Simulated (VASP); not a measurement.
Set up this calculation in VASP 6.6.1, as the native input.

* Task: single point
* Functional: PBE
* Potentials or basis: VASP PAW PBE potentials, release 64 (Co, O)
* Cutoff: 520 eV
* k mesh: 11 × 11 × 10
* Occupations: fermi-dirac, width 0.05 eV
* Spin: no spin polarisation
* Dipole correction: no
* Further INCAR settings: ALGO = Normal; EDIFF = 1e-07; NBANDS = 14

The structure of CoO lies in POSCAR:

```
CoO
1.0
    2.8284500000      0.0000000000      0.0000000000
   -1.4142300000      2.4495100000      0.0000000000
    0.0000000000      0.0000000000      2.7217200000
Co O
1 1
Direct
    0.0000000000      0.0000000000      0.5000000000
    0.6666700000      0.3333300000      0.0000000000
```

These files were run (other wordings do the same):

INCAR

```
  PREC = Accurate
  ENCUT = 520
  EDIFF = 1E-7
  ISMEAR = -1
  SIGMA = 0.05
  LREAL = F
  LASPH = T
  NELM = 60
  ALGO = Normal
  ISIF = 2
  LWAVE = F
  LCHARG = T
  GGA = PE
  LELF = T
  LVHAR = T
  NBANDS = 14
```

KPOINTS

```
Automatic mesh
0
Gamma
  11 11 10
```

Potentials or basis: VASP PAW PBE potentials, release 64 (Co, O).

The run is started by

```console
$ cat potpaw_PBE.64/Co/POTCAR potpaw_PBE.64/O/POTCAR > POTCAR
$ mpirun -np 1 vasp_std > vasp.out
```

It gave:

The pressure is -12.4 GPa.

Caveat: an odd number of electrons without spin polarisation forces a metal; a magnetic or distorted state may lie lower; the run has no spin polarisation, though such a crystal can be magnetic.

Run time: 96 s on 1 thread of AMD EPYC 7R13, with other jobs on the host, peak memory 0.15 GiB.
